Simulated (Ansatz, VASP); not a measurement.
**One calculation of SnO2, two programs**

The input INCAR:

```
  ALGO = Normal
  EDIFF = 1E-6
  ENCUT = 520
  GGA = CA
  ISIF = 2
  ISMEAR = 0
  LASPH = T
  LCHARG = F
  LREAL = F
  LWAVE = F
  NBANDS = 20
  NELM = 80
  PREC = Accurate
  SIGMA = 0.05
```

The input KPOINTS:

```
k-points
0
Gamma
  12 12 12
```

POSCAR

```
SnO2
1.0
    1.6039156916      0.9260211563      4.0813809037
   -1.6039156916      0.9260211563      4.0813809037
    0.0000000000     -1.8520423126      4.0813809037
Sn O
1 2
Direct
    0.5496570546      0.4956626079      0.4758992687
    0.2451905456      0.2451905456      0.2451905456
    0.7548094544      0.7548094544      0.7548094544
```

Input for Ansatz:

```yaml
crystal:
  lattice:
    - [1.6039156916, 0.9260211563, 4.0813809037]
    - [-1.6039156916, 0.9260211563, 4.0813809037]
    - [0.0, -1.8520423126, 4.0813809037]
  atoms:
    - { symbol: Sn, position: [0.5496570546, 0.4956626079, 0.4758992687] }
    - { symbol: O, position: [0.2451905456, 0.2451905456, 0.2451905456] }
    - { symbol: O, position: [0.7548094544, 0.7548094544, 0.7548094544] }
basis:
  ecutwfc: 420
kpoints:
  mp_grid: { grid: [12, 12, 12] }
hamiltonian:
  xc: lda
scf:
  occupations: { method: gaussian, width: 0.05 }
output:
  forces: true
  stress: true
  eigenvalues: true
```

Change from the starting cell: all Sn atoms moved +0.150 Å, as atom 1 along Cartesian [1 1 1].

Alike in both runs: task single point; functional LDA; k mesh 12 × 12 × 12; occupations gaussian, width 0.05 eV; no spin polarisation.

|  | VASP | Ansatz |
| --- | --- | --- |
| version | VASP 6.6.1 | Ansatz 0.2.0 |
| potentials or method | VASP PAW LDA potentials, release 64 (Sn_d, O), cutoff 520 eV | scalar-relativistic, plane waves, PAW |
| valence electrons in the cell | 26 | 26 |

Ansatz gave:

| Property | Result |
| --- | --- |
| gap on the k mesh at the Fermi level (eV) | 1.51 |
| least direct gap on the mesh (eV) | 1.51 |
| pressure (GPa) | 2.4 |
| traceless stress, the component that is largest in VASP (GPa) | 3.39 |
| rms of the force components (eV/Å) | 1.095 |

Question: Which values does VASP return?

Answer: gap on the k mesh at the Fermi level (eV): 1.52; least direct gap on the mesh (eV): 1.52; pressure (GPa): 3.4; traceless stress, the component that is largest in VASP (GPa): 3.42; rms of the force components (eV/Å): 1.122.

LDA's correlation is that of Perdew and Zunger in VASP and of Perdew and Wang (1992) in Ansatz. Atom by atom the forces differ by 0.042 eV/Å (rms over components).
